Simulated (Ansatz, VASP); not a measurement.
Zr2B3: VASP beside Ansatz

```
Zr B
1.0
     3.90307    0.00000    0.00000
    -1.95153    3.38015    0.00000
     0.00000    0.00000    4.97938
Zr B
2 3
Direct
  0.66667 0.33333 0.50000
  0.33333 0.66667 0.00000
  0.00000 0.00000 0.67431
  0.00000 0.00000 0.32569
  0.66667 0.33333 0.00000
```

Change from the starting cell: species swapped into the Fe3Ge2 type (P-6m2, No. 187).

Alike in both runs: functional PBE; k mesh 6 × 6 × 4; occupations gaussian, width 0.1 eV; no spin polarisation.

Ansatz relaxed the structure, and its values are those at the end. VASP's run is a single point on that final structure, the one shown.

```csv
,VASP,Ansatz
version,VASP 6.6.1,Ansatz 0.2.0
potentials or method,"VASP PAW PBE potentials, release 64 (Zr_sv, B), cutoff 520 eV","scalar-relativistic, plane waves, PAW"
valence electrons in the cell,33,33
```

Ansatz gave:

| Quantity | Value |
| --- | --- |
| gap on the k mesh at the Fermi level (eV) | none |
| pressure (GPa) | 0.0 |
| rms of the force components (eV/Å) | 0.000 |

Problem. Which values does VASP return?

Solution. gap on the k mesh at the Fermi level (eV): none; pressure (GPa): 0.1; rms of the force components (eV/Å): 0.004.

A gap of «none» marks a metal or a gap that the smearing closes.
